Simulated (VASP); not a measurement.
Set up this calculation in VASP 6.6.1, as the native input.

* Task: relaxation of cell and atoms
* Functional: PBE
* Potentials or basis: VASP PAW PBE potentials, release 64 (Ba_sv, Te)
* Cutoff: 600 eV
* k mesh: 6 × 6 × 4
* Occupations: gaussian, width 0.1 eV
* Spin: no spin polarisation
* Dipole correction: no
* Further INCAR settings: ALGO = Normal; EDIFF = 1e-07; IBRION = 2; EDIFFG = -0.04; NSW = 90; ISIF = 3

The structure of BaTe lies in POSCAR:

```
BaTe
1.0
    4.2940800600      0.0000000000      0.0000000000
   -2.1470400300      3.7187824200      0.0000000000
    0.0000000000      0.0000000000      4.2545410000
Ba Te
1 1
Direct
    0.3333333300      0.6666666700      0.5000000000
    0.0000000000      0.0000000000      0.0000000000
```

The input as run:

INCAR

```
PREC     = Accurate       # precision mode
ENCUT    = 600            # plane-wave cutoff, eV
EDIFF    = 1E-7           # SCF threshold, eV
ISMEAR   = 0              # smearing method
SIGMA    = 0.1            # smearing width, eV
LREAL    = False          # projectors in reciprocal space
LASPH    = True           # aspherical terms in the spheres
NELM     = 80             # most SCF steps
ALGO     = Normal         # electronic algorithm
ISIF     = 3              # what is computed and relaxed
LWAVE    = False          # write WAVECAR
LCHARG   = False          # write CHGCAR
GGA      = PE             # functional
IBRION   = 2              # ionic algorithm
NSW      = 90             # ionic steps
EDIFFG   = -0.04          # ionic threshold
```

KPOINTS

```
regular mesh
0
Gamma
  6 6 4
```

Potentials or basis: VASP PAW PBE potentials, release 64 (Ba_sv, Te).

Launch:

```bash
$ cat potpaw_PBE.64/Ba_sv/POTCAR potpaw_PBE.64/Te/POTCAR > POTCAR
$ mpirun -np 1 vasp_std > vasp.out
```

It gave:

```yaml
Relaxed_volume: 44.71 Å³/atom
Relaxed_cell: a = 4.824 Å, b = 4.824 Å, c = 4.438 Å, α = 90.00°, β = 90.00°, γ = 120.00°
Space_group_after_relaxing_to_0.05_Å: P-6m2 (No. 187)
Energy_gained_by_relaxing: 337.2 meV/atom
Ionic_steps: 6
Pressure_after_relaxing: 0.0 GPa
Band_gap_on_the_k_mesh: 1.50 eV, direct
```

Caveat: the volume moved by over 15 % at a fixed basis, so the end points are rough; spin-orbit coupling is left out, which moves the levels of the heavy elements.

Wall time 67 s on 1 thread of Intel(R) Xeon(R) Platinum 8488C (Sapphire Rapids), with other jobs on the host, peak memory 0.22 GiB.
